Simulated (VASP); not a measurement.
# WC: single point with PBE

The system is WC.

```
W C
1.0
     2.72948    0.00000    0.00000
    -1.36474    2.36380    0.00000
     0.00000    0.00000    3.19463
W C
1 1
Direct
  0.00000 0.00000 0.00000
  0.66667 0.33333 0.50000
```

This cell differs from its parent crystal: ratio of the length along z to the lengths across it x 1.2, volume and fractional coordinates fixed.

* Program: VASP 6.6.1
* Task: single point
* Functional: PBE
* Potentials or basis: VASP PAW PBE potentials, release 64 (W_sv, C)
* Cutoff: 520 eV
* k mesh: 24 × 24 × 18
* Occupations: gaussian, width 0.15 eV
* Spin: no spin polarisation
* Dipole correction: no
* Further INCAR settings: ALGO = Normal; EDIFF = 1e-07; NBANDS = 16

```
Pressure               : 11.4 GPa
Band gap on the k mesh : zero (bands 9 and 10 overlap by 1.08 eV)
```

Stress tensor (GPa, compression positive):
```
 51.05   0.00   0.00
  0.00  51.05   0.00
  0.00   0.00 -67.81
```

Levels at points of the mesh, in eV from the Fermi level:
| k point | band 7 | band 8 | band 9 | band 10 | band 11 | band 12 |
| --- | --- | --- | --- | --- | --- | --- |
| (0.00, 0.00, 0.00) | -2.34 | -2.34 | -1.72 | 3.12 | 3.12 | 4.78 |
| (0.50, 0.00, 0.00) | -5.47 | -4.19 | 0.47 | 1.77 | 5.62 | 5.66 |
| (0.00, 0.00, 0.50) | -0.90 | -0.90 | -0.36 | -0.36 | 0.10 | 5.14 |
| (0.50, 0.00, 0.50) | -4.90 | -3.08 | -0.36 | 3.43 | 5.58 | 5.66 |

It took 56 s on 1 thread of Intel(R) Xeon(R) 6975P-C (Granite Rapids) (shared host), peak memory 0.3 GiB.

Caveat: the stress differs along the axes, from -68 to 51 GPa; spin-orbit coupling is left out, which moves the levels of the heavy elements.
